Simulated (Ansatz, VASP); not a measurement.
**One calculation of Cs, two programs**

```
Cs
1.0
    13.36805    0.00000    0.00000
     0.00000   13.36805    0.00000
     0.00000    0.00000   13.36805
Cs
20
Direct
  0.87500 0.70247 0.04753
  0.06152 0.06152 0.06152
  0.20247 0.45247 0.12500
  0.81152 0.31152 0.18848
  0.45247 0.12500 0.20247
  0.54753 0.62500 0.29753
  0.18848 0.81152 0.31152
  0.79753 0.95247 0.37500
  0.93848 0.56152 0.43848
  0.12500 0.20247 0.45247
  0.62500 0.29753 0.54753
  0.43848 0.93848 0.56152
  0.29753 0.54753 0.62500
  0.68848 0.68848 0.68848
  0.04753 0.87500 0.70247
  0.95247 0.37500 0.79753
  0.31152 0.18848 0.81152
  0.70247 0.04753 0.87500
  0.56152 0.43848 0.93848
  0.37500 0.79753 0.95247
```

Alike in both runs: functional PBE; k mesh 4 × 4 × 4; occupations gaussian, width 0.1 eV; no spin polarisation.

Ansatz relaxed the structure, and its values are those at the end. VASP's run is a single point on that final structure, the one shown.

|  | VASP | Ansatz |
| --- | --- | --- |
| version | VASP 6.6.1 | Ansatz 0.2.0 |
| potentials or method | VASP PAW PBE potentials, release 64 (Cs_sv), cutoff 500 eV | scalar-relativistic, plane waves, PAW |
| valence electrons in the cell | 180 | 180 |

|  | VASP | Ansatz | Ansatz less VASP |
| --- | --- | --- | --- |
| gap on the k mesh at the Fermi level (eV) | none | none | - |
| pressure (GPa) | 0.0 | 0.0 | +0.01 |

A gap of «none» marks a metal or a gap that the smearing closes. The functional is the same, so the differences come from potentials, cutoffs and numerics. Ansatz's warnings: subspace factor ram capped.

Neither program's run includes spin-orbit coupling.
